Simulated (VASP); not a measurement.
# CaO (Fm-3m) in VASP: a series of runs

Aim: see how the results for CaO move with the level of theory and the settings. Levels: r2SCAN, PBE. Tasks: single point, relaxation of cell and atoms.

All numbers are computed with VASP 6.6.1; they aren't measurements. Logs are shortened: lines on timing, memory, paths and dates and some standing lists are left out, and cuts for length are marked.

## Step 1: The cell of the first run

Symmetry: Fm-3m, No. 225, cubic system. Conventional cell: a = 4.831 Å, b = 4.831 Å, c = 4.831 Å, α = 90.00°, β = 90.00°, γ = 90.00°. Ca (site symmetry m-3m) has 6 O at 2.42 Å within 3.2 Å. O (site symmetry m-3m) has 6 Ca at 2.42 Å within 3.2 Å.

## Step 2: Single point, r2SCAN

POSCAR

```
CaO
1.0
    0.0000000000      2.4155243932      2.4155243932
    2.4155243932      0.0000000000      2.4155243932
    2.4155243932      2.4155243932      0.0000000000
Ca O
1 1
Direct
    0.0000000000      0.0000000000      0.0000000000
    0.5000000000      0.5000000000      0.5000000000
```

INCAR.step1

```
SYSTEM = CaO
PREC = Accurate
ENCUT = 520
ISMEAR = 0
SIGMA = 0.02
LREAL = .False.
LASPH = .True.
NELM = 80
NBANDS = 15
GGA = PE
ALGO = Normal
EDIFF = 1E-4
LWAVE = .True.
LCHARG = .False.
```

INCAR.step2

```
SYSTEM = CaO
PREC = Accurate
ENCUT = 520
EDIFF = 1E-7
ISMEAR = 0
SIGMA = 0.02
LREAL = .False.
LASPH = .True.
NELM = 80
ALGO = Normal
ISIF = 2
LWAVE = .False.
LCHARG = .False.
METAGGA = R2SCAN
LMIXTAU = .True.
NBANDS = 15
ISTART = 1
```

KPOINTS

```
Automatic mesh
0
Gamma
  8 8 8
  0 0 0
```

Potentials or basis: VASP PAW PBE potentials, release 64 (Ca_sv, O).

Launch:

```console
$ cat potpaw_PBE.64/Ca_sv/POTCAR potpaw_PBE.64/O/POTCAR > POTCAR
$ cp INCAR.step1 INCAR
$ mpirun -np 1 vasp_std > vasp.out
$ cp INCAR.step2 INCAR
$ mpirun -np 1 vasp_std > vasp.out
```

OUTCAR:

```text
SYSTEM = CaO
   PREC = Accurate
   ENCUT = 520
   EDIFF = 1E-7
   ISMEAR = 0
   LREAL = .False.
   LASPH = .True.
   NELM = 80
   ISIF = 2
   METAGGA = R2SCAN
   ISTART = 1

 ion  position               nearest neighbor table
   1  0.000  0.000  0.000-   2 2.42   2 2.42   2 2.42   2 2.42   2 2.42   2 2.42
   2  0.500  0.500  0.500-   1 2.42   1 2.42   1 2.42   1 2.42   1 2.42   1 2.42

  LATTYP: Found a face centered cubic cell.
 ALAT       =     4.8310487864

  Lattice vectors:

 A1 = (   0.0000000000,   2.4155243932,   2.4155243932)
 A2 = (   2.4155243932,   0.0000000000,   2.4155243932)
 A3 = (   2.4155243932,   2.4155243932,   0.0000000000)

Analysis of symmetry for initial positions (statically):
=====================================================================
 Subroutine PRICEL returns:
 Original cell was already a primitive cell.

 Routine SETGRP: Setting up the symmetry group for a
 face centered cubic supercell.

 Subroutine GETGRP returns: Found 48 space group operations
 (whereof 48 operations were pure point group operations)
 out of a pool of 48 trial point group operations.

The static configuration has the point symmetry O_h .

Analysis of symmetry for dynamics (positions and initial velocities):
=====================================================================
 Subroutine PRICEL returns:
 Original cell was already a primitive cell.

 Routine SETGRP: Setting up the symmetry group for a
 face centered cubic supercell.

 Subroutine GETGRP returns: Found 48 space group operations
 (whereof 48 operations were pure point group operations)
 out of a pool of 48 trial point group operations.

The dynamic configuration has the point symmetry O_h .

 Subroutine INISYM returns: Found 48 space group operations
 (whereof 48 operations are pure point group operations),
 and found     1 'primitive' translations

----------------------------------------------------------------------------------------

                                     Primitive cell

  volume of cell :      28.1880

  direct lattice vectors                    reciprocal lattice vectors
     0.000000000  2.415524393  2.415524393    -0.206994391  0.206994391  0.206994391
     2.415524393  0.000000000  2.415524393     0.206994391 -0.206994391  0.206994391
     2.415524393  2.415524393  0.000000000     0.206994391  0.206994391 -0.206994391

  length of vectors
     3.416067357  3.416067357  3.416067357     0.358524802  0.358524802  0.358524802

  position of ions in fractional coordinates (direct lattice)
     0.000000000  0.000000000  0.000000000
     0.500000000  0.500000000  0.500000000

  ion indices of the primitive-cell ions
   primitive index   ion index
                 1           1
                 2           2

----------------------------------------------------------------------------------------

 KPOINTS: Automatic mesh

Automatic generation of k-mesh.
 Grid dimensions read from file:
 generate k-points for:    8    8    8

 Generating k-lattice:

  Cartesian coordinates                     Fractional coordinates (reciprocal lattice)
    -0.025874299  0.025874299  0.025874299     0.125000000  0.000000000  0.000000000
     0.025874299 -0.025874299  0.025874299     0.000000000  0.125000000  0.000000000
     0.025874299  0.025874299 -0.025874299     0.000000000  0.000000000  0.125000000

  Length of vectors
     0.044815600  0.044815600  0.044815600

  Shift w.r.t. Gamma in fractional coordinates (k-lattice)
     0.000000000  0.000000000  0.000000000

 Subroutine IBZKPT returns following result:
 ===========================================

 Found     29 irreducible k-points:

 Following reciprocal coordinates:
            Coordinates               Weight
  0.000000  0.000000  0.000000      1.000000
  0.125000  0.000000  0.000000      8.000000
  0.250000  0.000000  0.000000      8.000000
  0.375000  0.000000  0.000000      8.000000
  0.500000  0.000000  0.000000      4.000000
  0.125000  0.125000  0.000000      6.000000
[... 16 lines left out ...]
  0.500000  0.250000  0.125000     48.000000
 -0.375000  0.250000  0.125000     24.000000
 [... further k-points ...]
   k-points           NKPTS =     29   k-points in BZ     NKDIM =     29   number of bands    NBANDS=     15
   number of dos      NEDOS =    301   number of ions     NIONS =      2
   total plane-waves  NPLWV =  21952
   dimension x,y,z NGX =    28 NGY =   28 NGZ =   28
   dimension x,y,z NGXF=    56 NGYF=   56 NGZF=   56
   ions per type =               1   1
   NGX,Y,Z   is equivalent  to a cutoff of  13.63, 13.63, 13.63 a.u.
   NGXF,Y,Z  is equivalent  to a cutoff of  27.25, 27.25, 27.25 a.u.
 SYSTEM =  CaO
   PREC   = accura    normal or accurate (medium, high low for compatibility)
   ISTART =      1    job   : 0-new  1-cont  2-samecut
   ICHARG =      0    charge: 1-file 2-atom 10-const
   ISPIN  =      1    spin polarized calculation?
   LNONCOLLINEAR =      F non collinear calculations
   LSORBIT =      F    spin-orbit coupling
   LASPH  =      T    aspherical Exc in radial PAW
   ENCUT  =  520.0 eV  38.22 Ry    6.18 a.u.   6.35  6.35  6.35*2*pi/ulx,y,z
   NELM   =     80;   NELMIN=  2; NELMDL=  0     # of ELM steps
   EDIFF  = 0.1E-06   stopping-criterion for ELM
   LREAL  =      F    real-space projection
   EDIFFG = 0.1E-05   stopping-criterion for IOM
   NSW    =      0    number of steps for IOM
   IBRION =     -1    ionic relax: 0-MD 1-quasi-New 2-CG
   NFREE  =      0    steps in history (QN), initial steepest desc. (CG)
   ISIF   =      2    stress and relaxation
   ISYM   =      2    0-nonsym 1-usesym 2-fastsym
   POTIM  = 0.5000    time-step for ionic-motion
   TEBEG  =    0.0;   TEEND  =   0.0 temperature during run
   PSTRESS=    0.0 pullay stress
   NELECT =      16.0000    total number of electrons
   NUPDOWN=      -1.0000    fix difference up-down
   EMIN   =  10.00;   EMAX   =-10.00  energy-range for DOS
   EFERMI =   0.00;   METHOD = LEGACY
   ISMEAR =     0;   SIGMA  =   0.02  broadening in eV -4-tet -1-fermi 0-gaus
   EFERMI_NEDOS =   21; number of points for ismear=-14 and -15
   IALGO  =     38    algorithm
   IMIX   =      4    mixing-type and parameters
     AMIX     =   0.40;   BMIX     =  1.00
     AMIX_MAG =   1.60;   BMIX_MAG =  1.00
  volume/ion in A,a.u.               =      14.09        95.11
  Fermi-wavevector in a.u.,A,eV,Ry     =   1.355481  2.561487 24.998371  1.837328
  Thomas-Fermi vector in A             =   2.482565
   LORBIT       =      0    0 simple, 1 ext, 2 COOP (PROOUT), +10 PAW based schemes
   METAGGA = R2SCAN    functional components
   LHFCALC =     F    Hartree Fock is set to
   AEXX    =    0.0000 exact exchange contribution
   IVDW    =     0    specifies the selected vdW correction
   LEPSILON=     F    determine dielectric tensor
   LRPA    =     F    only Hartree local field effects (RPA)
 non-spin polarized calculation
 Gauss-broadening in eV      SIGMA  =   0.02
  energy-cutoff  :      520.00
  volume of cell :       28.19
 maximum number of plane-waves:       775
 NGX is ok and might be reduce to    28
   NGX = 13   NGY = 13   NGZ = 13

 number of electron      15.9999999 magnetization

 Free energy of the ion-electron system (eV)
  ---------------------------------------------------
  ext. energy  EPLUGINS =         0.00000000
  ---------------------------------------------------
  free energy    TOTEN  =       -19.45275102 eV

  energy without entropy =      -19.45275102  energy(sigma->0) =      -19.45275102

 E-fermi :   2.1044     XC(G=0): -10.9935

 val. band max:        1.9299220700   @ k =   0.0000   0.0000   0.0000
 cond. band min:       6.1219412409   @ k =   0.5000   0.5000   0.0000
 fundamental gap:      4.1920191710
 Fermi energy:         2.1044103309

 k-point     1 :       0.0000    0.0000    0.0000
  band No.  band energies     occupation
      1     -37.1919      2.00000
      2     -17.0943      2.00000
      3     -17.0943      2.00000
      4     -17.0942      2.00000
      5     -14.5140      2.00000
      6       1.9299      2.00000
      7       1.9299      2.00000
      8       1.9299      2.00000
      9       7.2295      0.00000
     10       8.7437      0.00000
     11       8.7438      0.00000
     12       8.7438      0.00000
     13      10.3129      0.00000
     14      10.3129      0.00000
     15      17.6001      0.00000

 k-point     2 :       0.1250    0.0000    0.0000
  band No.  band energies     occupation
      1     -37.1782      2.00000
      2     -17.3150      2.00000
      3     -17.1014      2.00000
      4     -17.1014      2.00000
      5     -14.2834      2.00000
      6       1.4210      2.00000
      7       1.7285      2.00000
      8       1.7285      2.00000
      9       7.9065      0.00000
     10       8.6974      0.00000
     11       9.0094      0.00000
     12       9.0094      0.00000
     13      10.6761      0.00000
     14      10.6761      0.00000
     15      18.1824      0.00000

 k-point     3 :       0.2500    0.0000    0.0000
  band No.  band energies     occupation
      1     -37.1448      2.00000
      2     -17.7462      2.00000
      3     -17.1187      2.00000
      4     -17.1187      2.00000
      5     -13.8266      2.00000
      6       0.4472      2.00000
      7       1.2926      2.00000
      8       1.2926      2.00000
      9       8.7604      0.00000
     10       9.3758      0.00000
     11       9.7073      0.00000
     12       9.7074      0.00000
     13      11.5561      0.00000
     14      11.5561      0.00000
     15      18.5190      0.00000

 k-point     4 :       0.3750    0.0000    0.0000
  band No.  band energies     occupation
      1     -37.1112      2.00000
      2     -18.0975      2.00000
      3     -17.1359      2.00000
      4     -17.1358      2.00000
      5     -13.4471      2.00000
      6      -0.3438      2.00000
      7       0.9099      2.00000
      8       0.9099      2.00000
      9       9.2102      0.00000
     10      10.5148      0.00000
     11      10.5148      0.00000
     12      10.6171      0.00000
     13      12.5178      0.00000
     14      12.5178      0.00000
     15      17.4805      0.00000
[... 307 lines left out ...]
 k-point    22 :       0.3750    0.2500    0.1250
  band No.  band energies     occupation
      1     -37.1206      2.00000
      2     -17.7804      2.00000
      3     -17.2436      2.00000
      4     -17.1523      2.00000
      5     -13.7868      2.00000
      6       0.1573      2.00000
      7       1.1744      2.00000
      8       1.4304      2.00000
      9       7.8687      0.00000
     10       9.6452      0.00000
     11      10.4022      0.00000
     12      10.7296      0.00000
     13      11.5436      0.00000
     14      12.7571      0.00000
     15      18.9918      0.00000

 k-point    23 :       0.5000    0.2500    0.1250
  band No.  band energies     occupation
      1     -37.0939      2.00000
      2     -17.9314      2.00000
      3     -17.3038      2.00000
      4     -17.1873      2.00000
      5     -13.6439      2.00000
      6      -0.0223      2.00000
      7       0.8880      2.00000
      8       1.1097      2.00000
      9       8.3704      0.00000
     10      10.0156      0.00000
     11      10.9973      0.00000
     12      11.1152      0.00000
     13      12.4888      0.00000
     14      13.7036      0.00000
     15      17.5075      0.00000

 k-point    24 :      -0.3750    0.2500    0.1250
  band No.  band energies     occupation
      1     -37.0829      2.00000
      2     -17.9921      2.00000
      3     -17.3171      2.00000
      4     -17.2118      2.00000
      5     -13.5890      2.00000
      6      -0.0709      2.00000
      7       0.8267      2.00000
      8       0.8996      2.00000
      9       9.2480      0.00000
     10       9.3351      0.00000
     11      11.2898      0.00000
     12      11.4824      0.00000
     13      12.7808      0.00000
     14      14.5084      0.00000
     15      16.5990      0.00000

 [... further k-points ...]
[... 5 lines left out ...]
  --------------------------------------------------------------------------------------
  -------------------------------------------------------------------------------------
  Total       -0.2700219     -0.2700219     -0.2700219      0.0000000      0.0000000      0.0000000
  in kB      -15.3477708    -15.3477708    -15.3477708      0.0000000      0.0000000      0.0000000
  external PRESSURE =     -15.3477708 kB  Pullay stress =       0.0000000 kB

 VOLUME and BASIS-vectors are now :
 -----------------------------------------------------------------------------
  energy-cutoff  :      520.00
  volume of cell :       28.19
      direct lattice vectors                 reciprocal lattice vectors
     0.000000000  2.415524393  2.415524393    -0.206994391  0.206994391  0.206994391
     2.415524393  0.000000000  2.415524393     0.206994391 -0.206994391  0.206994391
     2.415524393  2.415524393  0.000000000     0.206994391  0.206994391 -0.206994391

 POSITION                                       TOTAL-FORCE (eV/Angst)
 -----------------------------------------------------------------------------------
      0.00000      0.00000      0.00000         0.000000      0.000000      0.000000
      2.41552      2.41552      2.41552        -0.000000     -0.000000     -0.000000
 -----------------------------------------------------------------------------------
    total drift:                                0.000000      0.000000      0.000000

  FREE ENERGIE OF THE ION-ELECTRON SYSTEM (eV)
  ---------------------------------------------------
  free  energy   TOTEN  =       -19.4527510154 eV

  energy  without entropy=      -19.4527510154  energy(sigma->0) =      -19.45275102
```

Run time: 50 s. Hardware: 1 thread of Intel Xeon Platinum 8488C (Sapphire Rapids), shared host; peak memory 0.17 GiB.

What came out:

```yaml
Free_energy: -19.4528 eV
Pressure: -1.5 GPa
Band_gap_on_the_k_mesh: 4.19 eV, indirect (least direct gap 4.57 eV)
```

Levels at points of the mesh, in eV from the valence-band top:
| k point | band 4 | band 5 | band 6 | band 7 | band 8 | band 9 | band 10 | band 11 | band 12 | band 13 |
| --- | --- | --- | --- | --- | --- | --- | --- | --- | --- | --- |
| (0.00, 0.00, 0.00) | -19.02 | -16.44 | 0.00 | 0.00 | 0.00 | 5.30 | 6.81 | 6.81 | 6.81 | 8.38 |
| (0.50, 0.00, 0.00) | -19.07 | -15.23 | -2.57 | -1.17 | -1.17 | 7.62 | 8.96 | 8.96 | 9.09 | 11.06 |
| (0.50, 0.50, 0.00) | -19.24 | -16.22 | -1.30 | -0.38 | -0.38 | 4.19 | 8.65 | 9.54 | 10.13 | 10.13 |

Caveat: the PAW data sets were made with another functional, which shifts forces and pressure a little. A k mesh can miss the band edges.

## Step 3: Relaxation of cell and atoms, PBE

INCAR

```
PREC     = Accurate       # precision mode
ENCUT    = 600            # plane-wave cutoff, eV
EDIFF    = 1E-6           # SCF threshold, eV
ISMEAR   = 0              # smearing method
SIGMA    = 0.02           # smearing width, eV
LREAL    = F              # projectors in reciprocal space
LASPH    = T              # aspherical terms in the spheres
NELM     = 80             # most SCF steps
ALGO     = Normal         # electronic algorithm
ISIF     = 3              # what is computed and relaxed
LWAVE    = F              # write WAVECAR
LCHARG   = F              # write CHGCAR
GGA      = PE             # functional
IBRION   = 2              # ionic algorithm
NSW      = 100            # ionic steps
EDIFFG   = -0.01          # ionic threshold
```

KPOINTS

```
regular mesh
0
Gamma
  8 8 8
```

POSCAR

```
CaO
1.0
    0.0000000000      2.4147610548      2.4147610548
    2.4147610548      0.0000000000      2.4147610548
    2.4147610548      2.4147610548      0.0000000000
Ca O
1 1
Direct
    0.0000000000      0.0000000000      0.0000000000
    0.5000000000      0.5000000000      0.5000000000
```

Potentials or basis: VASP PAW PBE potentials, release 64 (Ca_sv, O).

Launch:

```console
$ cat potpaw_PBE.64/Ca_sv/POTCAR potpaw_PBE.64/O/POTCAR > POTCAR
$ mpirun -np 1 vasp_std > vasp.out
```

Wall time 19 s (1 thread of Intel Xeon Platinum 8488C (Sapphire Rapids), shared host); peak memory 0.17 GiB.

The run converged. Its results:

```yaml
Free_energy: -12.8077 eV
Relaxed_volume: 14.15 Å³/atom
Relaxed_cell: a = 3.421 Å, b = 3.421 Å, c = 3.421 Å, α = 60.00°, β = 60.00°, γ = 60.00°
Space_group_after_relaxing_to_0.05_Å: Fm-3m (No. 225)
Energy_gained_by_relaxing: 0.1 meV/atom
Ionic_steps: 3
Pressure_after_relaxing: 0.0 GPa
Band_gap_on_the_k_mesh: 3.64 eV, indirect (least direct gap 4.02 eV)
```

The path:
```tsv
step	energy change (eV)	largest force (eV/Å)	pressure (GPa)	volume (Å³)
1	0.0000	0.0000	0.53	28.16
2	-0.0002	0.0000	-0.17	28.35
3	-0.0002	0.0000	-0.03	28.31
```

Final structure:
```yaml
crystal:
  lattice:
    - [0.00000, 2.41889, 2.41889]
    - [2.41889, 0.00000, 2.41889]
    - [2.41889, 2.41889, 0.00000]
  atoms:
    - { symbol: Ca, position: [0.00000, 0.00000, 0.00000] }
    - { symbol: O, position: [0.50000, 0.50000, 0.50000] }
```

Levels at points of the mesh, in eV from the valence-band top:
```
           k point  band 6  band 7  band 8  band 9  band 10  band 11
(0.00, 0.00, 0.00)    0.00    0.00    0.00    4.56     6.18     6.18
(0.50, 0.00, 0.00)   -2.59   -1.16   -1.16    6.96     8.25     8.25
(0.50, 0.50, 0.00)   -1.31   -0.38   -0.38    3.64     7.90     8.78
```

A k mesh can miss the band edges. A hybrid or GW would open this gap; PBE tends to underestimate it.
